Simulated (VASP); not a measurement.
# SiC (Pm-3m) in VASP: notebook

SiC is run at these levels: PBE, r2SCAN; tasks: single point.

Everything below comes from runs of VASP 6.6.1. Logs are shortened: lines on timing, memory, paths and dates and some standing lists are left out, and cuts for length are marked.

## (1) The cell of the first run

It takes space group Pm-3m (No. 221, cubic). Conventional cell: a = 2.620 Å, b = 2.620 Å, c = 2.620 Å, α = 90.00°, β = 90.00°, γ = 90.00°. Within 3.0 Å of Si (site symmetry m-3m) lie 8 C at 2.27 Å and 6 Si at 2.62 Å. Within 3.0 Å of C (site symmetry m-3m) lie 8 Si at 2.27 Å and 6 C at 2.62 Å.

## (2) Single point, PBE

INCAR

```
  ALGO = Normal
  EDIFF = 1E-6
  ENCUT = 600
  GGA = PE
  GGA_COMPAT = False
  ISIF = 2
  ISMEAR = -1
  LASPH = True
  LCHARG = False
  LREAL = False
  LWAVE = False
  NBANDS = 11
  NELM = 120
  PREC = Accurate
  SIGMA = 0.02
```

KPOINTS

```
k-points
0
Gamma
  8 8 8
```

POSCAR

```
SiC
1.0
    2.6201228660      0.0000000000      0.0000000000
    0.0000000000      2.6201228660      0.0000000000
    0.0000000000      0.0000000000      2.6201228660
Si C
1 1
Direct
    0.0000000000      0.0000000000      0.0000000000
    0.5000000000      0.5000000000      0.5000000000
```

Potentials or basis: VASP PAW PBE potentials, release 64 (Si, C).

Run with:

```console
cat potpaw_PBE.64/Si/POTCAR potpaw_PBE.64/C/POTCAR > POTCAR
mpirun -np 1 vasp_std > vasp.out
```

OUTCAR:

```text
EDIFF = 1E-6
   ENCUT = 600
   GGA = PE
   ISIF = 2
   ISMEAR = -1
   LASPH = True
   LREAL = False
   NELM = 120
   PREC = Accurate

 ion  position               nearest neighbor table
   1  0.000  0.000  0.000-   2 2.27   2 2.27   2 2.27   2 2.27   2 2.27   2 2.27   2 2.27   2 2.27

   2  0.500  0.500  0.500-   1 2.27   1 2.27   1 2.27   1 2.27   1 2.27   1 2.27   1 2.27   1 2.27

  LATTYP: Found a simple cubic cell.
 ALAT       =     2.6201228660

  Lattice vectors:

 A1 = (   2.6201228660,   0.0000000000,   0.0000000000)
 A2 = (   0.0000000000,   2.6201228660,   0.0000000000)
 A3 = (   0.0000000000,   0.0000000000,   2.6201228660)

Analysis of symmetry for initial positions (statically):
=====================================================================
 Subroutine PRICEL returns:
 Original cell was already a primitive cell.

 Routine SETGRP: Setting up the symmetry group for a
 simple cubic supercell.

 Subroutine GETGRP returns: Found 48 space group operations
 (whereof 48 operations were pure point group operations)
 out of a pool of 48 trial point group operations.

The static configuration has the point symmetry O_h .

Analysis of symmetry for dynamics (positions and initial velocities):
=====================================================================
 Subroutine PRICEL returns:
 Original cell was already a primitive cell.

 Routine SETGRP: Setting up the symmetry group for a
 simple cubic supercell.

 Subroutine GETGRP returns: Found 48 space group operations
 (whereof 48 operations were pure point group operations)
 out of a pool of 48 trial point group operations.

The dynamic configuration has the point symmetry O_h .

 Subroutine INISYM returns: Found 48 space group operations
 (whereof 48 operations are pure point group operations),
 and found     1 'primitive' translations

----------------------------------------------------------------------------------------

                                     Primitive cell

  volume of cell :      17.9873

  direct lattice vectors                    reciprocal lattice vectors
     2.620122866  0.000000000  0.000000000     0.381661491  0.000000000  0.000000000
     0.000000000  2.620122866  0.000000000     0.000000000  0.381661491  0.000000000
     0.000000000  0.000000000  2.620122866     0.000000000  0.000000000  0.381661491

  length of vectors
     2.620122866  2.620122866  2.620122866     0.381661491  0.381661491  0.381661491

  position of ions in fractional coordinates (direct lattice)
[... 82 lines left out ...]
   NSW    =      0    number of steps for IOM
   IBRION =     -1    ionic relax: 0-MD 1-quasi-New 2-CG
   NFREE  =      0    steps in history (QN), initial steepest desc. (CG)
   ISIF   =      2    stress and relaxation
   ISYM   =      2    0-nonsym 1-usesym 2-fastsym
   POTIM  = 0.5000    time-step for ionic-motion
   TEBEG  =    0.0;   TEEND  =   0.0 temperature during run
   PSTRESS=    0.0 pullay stress
   NELECT =       8.0000    total number of electrons
   NUPDOWN=      -1.0000    fix difference up-down
   EMIN   =  10.00;   EMAX   =-10.00  energy-range for DOS
   EFERMI =   0.00;   METHOD = LEGACY
   ISMEAR =    -1;   SIGMA  =   0.02  broadening in eV -4-tet -1-fermi 0-gaus
   EFERMI_NEDOS =   21; number of points for ismear=-14 and -15
   IALGO  =     38    algorithm
   IMIX   =      4    mixing-type and parameters
     AMIX     =   0.40;   BMIX     =  1.00
     AMIX_MAG =   1.60;   BMIX_MAG =  1.00
  volume/ion in A,a.u.               =       8.99        60.69
  Fermi-wavevector in a.u.,A,eV,Ry     =   1.249635  2.361468 21.246689  1.561588
  Thomas-Fermi vector in A             =   2.383666
   LORBIT       =      0    0 simple, 1 ext, 2 COOP (PROOUT), +10 PAW based schemes
   GGA     = PE    functional components
   LHFCALC =     F    Hartree Fock is set to
   AEXX    =    0.0000 exact exchange contribution
   IVDW    =     0    specifies the selected vdW correction
   LEPSILON=     F    determine dielectric tensor
   LRPA    =     F    only Hartree local field effects (RPA)
 non-spin polarized calculation
  energy-cutoff  :      600.00
  volume of cell :       17.99
 maximum number of plane-waves:       624
 NGX is ok and might be reduce to    24
   NGX = 11   NGY = 11   NGZ = 11

 number of electron       8.0000000 magnetization

 Free energy of the ion-electron system (eV)
  ---------------------------------------------------
  ext. energy  EPLUGINS =         0.00000000
  ---------------------------------------------------
  free energy    TOTEN  =       -10.91976106 eV

  energy without entropy =      -10.91896491  energy(sigma->0) =      -10.91936299

 E-fermi :  11.5642     XC(G=0): -12.5040

 val. band max:       11.4298407878   @ k =   0.2500   0.1250   0.0000
 cond. band min:      11.5964679838   @ k =   0.5000   0.5000   0.3750
 fundamental gap:      0.1666271961
 Fermi energy:        11.5642241603

 k-point     1 :       0.0000    0.0000    0.0000
  band No.  band energies     occupation
      1      -6.2617      2.00000
      2      10.3929      2.00000
      3      10.3929      2.00000
      4      10.3929      2.00000
      5      13.3193      0.00000
      6      16.4552      0.00000
      7      16.4552      0.00000
      8      24.5931      0.00000
      9      24.5931      0.00000
     10      24.5931      0.00000
     11      31.9126      0.00000
[... 309 lines left out ...]
 k-point    24 :       0.5000    0.3750    0.1250
  band No.  band energies     occupation
      1       0.5885      2.00000
      2       2.4723      2.00000
      3       5.3791      2.00000
      4       8.1793      2.00000
      5      12.4450      0.00000
      6      17.1759      0.00000
      7      18.5704      0.00000
      8      21.5341      0.00000
      9      25.6459      0.00000
     10      26.9366      0.00000
     11      27.7185      0.00000

 [... further k-points ...]
[... 5 lines left out ...]
  --------------------------------------------------------------------------------------
  -------------------------------------------------------------------------------------
  Total        0.4558634      0.4558634      0.4558634     -0.0000000      0.0000000      0.0000000
  in kB       40.6050754     40.6050754     40.6050754     -0.0000000      0.0000000      0.0000000
  external PRESSURE =      40.6050754 kB  Pullay stress =       0.0000000 kB

 VOLUME and BASIS-vectors are now :
 -----------------------------------------------------------------------------
  energy-cutoff  :      600.00
  volume of cell :       17.99
      direct lattice vectors                 reciprocal lattice vectors
     2.620122866  0.000000000  0.000000000     0.381661491  0.000000000  0.000000000
     0.000000000  2.620122866  0.000000000     0.000000000  0.381661491  0.000000000
     0.000000000  0.000000000  2.620122866     0.000000000  0.000000000  0.381661491

 POSITION                                       TOTAL-FORCE (eV/Angst)
 -----------------------------------------------------------------------------------
      0.00000      0.00000      0.00000         0.000000      0.000000      0.000000
      1.31006      1.31006      1.31006         0.000000      0.000000      0.000000
 -----------------------------------------------------------------------------------
    total drift:                                0.000000     -0.000000     -0.000000

  FREE ENERGIE OF THE ION-ELECTRON SYSTEM (eV)
  ---------------------------------------------------
  free  energy   TOTEN  =       -10.9197610618 eV

  energy  without entropy=      -10.9189649143  energy(sigma->0) =      -10.91936299
```

Run time: 8.9 s. Hardware: 1 thread of Intel Xeon 8259CL, shared host; peak memory 0.13 GiB.

Results:

| Quantity | Value |
| --- | --- |
| Free energy | -10.9198 eV |
| Pressure | 4.1 GPa |
| Band gap on the k mesh | zero (band 4 reaches 12.61 eV, above the bottom of band 5 at 8.73 eV) |

## (3) Single point, PBE

INCAR

```
SYSTEM = SiC
PREC = Accurate
ENCUT = 600
EDIFF = 1E-6
ISMEAR = -1
SIGMA = 0.02
LREAL = .FALSE.
LASPH = .TRUE.
NELM = 120
ALGO = Normal
ISIF = 2
LWAVE = .FALSE.
LCHARG = .FALSE.
GGA = PE
NBANDS = 11
GGA_COMPAT = .FALSE.
```

KPOINTS

```
regular mesh
0
G
  8 8 8
  0 0 0
```

POSCAR is that of step 2.

Potentials or basis: VASP PAW PBE potentials, release 64 (Si, C).

Run with:

```console
cat potpaw_PBE.64/Si/POTCAR potpaw_PBE.64/C/POTCAR > POTCAR
mpirun -np 1 vasp_std > vasp.out
```

Run time: 8.6 s. Hardware: 1 thread of Intel Xeon 8259CL, shared host; peak memory 0.13 GiB.

It converged, with:

```yaml
Free_energy: -10.9198 eV
Pressure: 4.1 GPa
Band_gap_on_the_k_mesh: zero (band 4 reaches 12.61 eV, above the bottom of band 5 at 8.73 eV)
```

Levels at points of the mesh, in eV from the Fermi level:
```tsv
k point	band 1	band 2	band 3	band 4	band 5	band 6	band 7	band 8	band 9
(0.00, 0.00, 0.00)	-17.83	-1.17	-1.17	-1.17	1.76	4.89	4.89	13.03	13.03
(0.50, 0.00, 0.00)	-13.66	-12.12	0.86	0.86	5.22	6.58	7.68	7.68	8.31
(0.50, 0.50, 0.00)	-10.05	-8.15	-8.15	-5.52	2.43	8.93	8.93	11.26	13.13
(0.50, 0.50, 0.50)	-7.02	-4.55	-4.55	-4.55	-1.62	-1.62	-1.62	0.91	19.83
```

(Part 1 of 2 ends here.)
